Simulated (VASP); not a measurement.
InGaO: single point with PBE

Crystal: InGaO.

```
In Ga O
1.0
     4.78416    0.00000    0.00000
    -2.39208    4.14320    0.00000
     0.00000    0.00000    8.74487
In Ga O
2 2 2
Cartesian
  0.0000 0.0000 6.0070
  0.0000 0.0000 2.7378
  0.0000 2.7621 4.3724
  2.3921 1.3811 4.3724
  0.0000 0.0000 8.0686
  0.0000 0.0000 0.6762
```

```json
{
  "Program": "VASP 6.6.1",
  "Task": "single point",
  "Functional": "PBE",
  "Potentials or basis": "VASP PAW PBE potentials, release 64 (In_d, Ga_d, O)",
  "Cutoff": "520 eV",
  "k mesh": "3 × 3 × 2",
  "Occupations": "gaussian, width 0.15 eV",
  "Spin": "no spin polarisation"
}
```

| Property | Result |
| --- | --- |
| Pressure | 0.5 GPa |
| Largest force | 0.243 eV/Å |
| Band gap on the k mesh | zero (band 32 reaches 2.03 eV, above the bottom of band 33 at 1.30 eV) |

Forces in eV/Å, atoms in the order of the input:
```
In   0.000  0.000 -0.020
In   0.000  0.000  0.020
Ga   0.000  0.000  0.000
Ga   0.000  0.000  0.000
O    0.000  0.000 -0.243
O    0.000  0.000  0.243
```

Stress tensor (GPa, compression positive):
```
0.39 0.00 0.00
0.00 0.39 0.00
0.00 0.00 0.78
```

Levels at points of the mesh, in eV from the Fermi level:
| k point | band 29 | band 30 | band 31 | band 32 | band 33 | band 34 |
| --- | --- | --- | --- | --- | --- | --- |
| (0.00, 0.00, 0.00) | -0.90 | -0.40 | -0.40 | 0.07 | 0.07 | 0.88 |
| (0.00, 0.00, 0.50) | -0.93 | -0.56 | -0.56 | 0.07 | 0.07 | 1.19 |

It took 46 s on 1 thread of Intel(R) Xeon(R) 6975P-C (Granite Rapids) (shared host), peak memory 0.29 GiB.

Caveat: the k points lie up to 0.51 Å⁻¹ apart; spin-orbit coupling is left out, which moves the levels of the heavy elements.
